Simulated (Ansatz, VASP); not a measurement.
## BeS: VASP beside Ansatz

The input POSCAR:

```
BeS
1.0
    0.0000000000      2.4250000000      2.4250000000
    2.4250000000      0.0000000000      2.4250000000
    2.4250000000      2.4250000000      0.0000000000
S Be
1 1
Direct
    0.7500000000      0.7500000000      0.7500000000
    0.0000000000      0.0000000000      0.0000000000
```

Contents of INCAR.step1:

```
SYSTEM = BeS
PREC = Accurate
ENCUT = 520
EDIFF = 1E-5
ISMEAR = -1
SIGMA = 0.05
LREAL = .False.
LASPH = .True.
NELM = 80
ALGO = Normal
ISIF = 2
LWAVE = .True.
GGA = PE
NBANDS = 11
```

File INCAR.step2:

```
SYSTEM = BeS
PREC = Accurate
ENCUT = 520
EDIFF = 1E-6
ISMEAR = -1
SIGMA = 0.05
LREAL = .False.
LASPH = .True.
NELM = 80
ALGO = Normal
ISIF = 2
LWAVE = .False.
LCHARG = .True.
GGA = PE
LHFCALC = .True.
AEXX = 0.25
PRECFOCK = Normal
LELF = .True.
LVHAR = .True.
ISTART = 1
NBANDS = 11
```

File KPOINTS:

```
Automatic mesh
0
Gamma
  6 6 6
  0 0 0
```

The input input:

```
crystal:
  lattice:
    - [0.0, 2.425, 2.425]
    - [2.425, 0.0, 2.425]
    - [2.425, 2.425, 0.0]
  atoms:
    - { symbol: S, position: [0.75, 0.75, 0.75] }
    - { symbol: Be, position: [0.0, 0.0, 0.0] }
hamiltonian:
  xc: pbe0
  pseudopotentials: { kind: paw }
kpoints:
  mp_grid: { grid: [6, 6, 6] }
scf:
  occupations: { method: fermi_dirac, width: 0.05 }
output:
  forces: true
  stress: true
  eigenvalues: true
```

Alike in both runs: task single point; functional PBE0; k mesh 6 × 6 × 6; occupations fermi-dirac, width 0.05 eV; no spin polarisation.

|  | VASP | Ansatz |
| --- | --- | --- |
| version | VASP 6.6.1 | Ansatz 0.2.0 |
| potentials or method | VASP PAW PBE potentials, release 64 (S, Be) | Ansatz PAW |
| plane-wave cutoff (eV) | 520 | 420 |
| valence electrons in the cell | 8 | 8 |

Ansatz gave:

| Item | Value |
| --- | --- |
| gap on the k mesh at the Fermi level (eV) | 4.77 |
| least direct gap on the mesh (eV) | 7.61 |
| pressure (GPa) | 0.2 |

Which values does VASP return?

gap on the k mesh at the Fermi level (eV): 4.78; least direct gap on the mesh (eV): 7.62; pressure (GPa): 0.0.
